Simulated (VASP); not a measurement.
A run of VASP 6.6.1:

INCAR

```
SYSTEM = Si
  PREC = Accurate
  ENCUT = 500
  EDIFF = 1E-6
  ISMEAR = 0
  SIGMA = 0.1
  LREAL = .FALSE.
  LASPH = .TRUE.
  NELM = 120
  ALGO = Normal
  ISIF = 2
  LWAVE = .FALSE.
  LCHARG = .FALSE.
  GGA = PE
  NBANDS = 11
  GGA_COMPAT = .FALSE.
```

File KPOINTS:

```
Automatic mesh
0
G
  6 4 8
  0 0 0
```

File POSCAR:

```
Si
1.0
    2.5147018300      0.0000000000      0.0000000000
    0.0000000000      4.3032696700      0.0000000000
    0.0000000000      0.0000000000      2.4244643200
Si
2
Direct
    0.5000000000      0.5000000000      0.0969237300
    0.0000000000      0.0000000000      0.9030762700
```

Potentials or basis: VASP PAW PBE potentials, release 64 (Si).

Command:

```bash
$ cat potpaw_PBE.64/Si/POTCAR > POTCAR
$ mpirun -np 1 vasp_std > vasp.out
```

Hardware: 1 thread of AMD EPYC 7R43 64-Core Processor (Zen 3) (shared host).

Q: Estimate the wall time of this run.

A: Run time: 12 s on 1 thread of AMD EPYC 7R43 64-Core Processor (Zen 3), on a shared host, peak memory 0.1 GiB. Counts: scf iterations 10, k points 60.
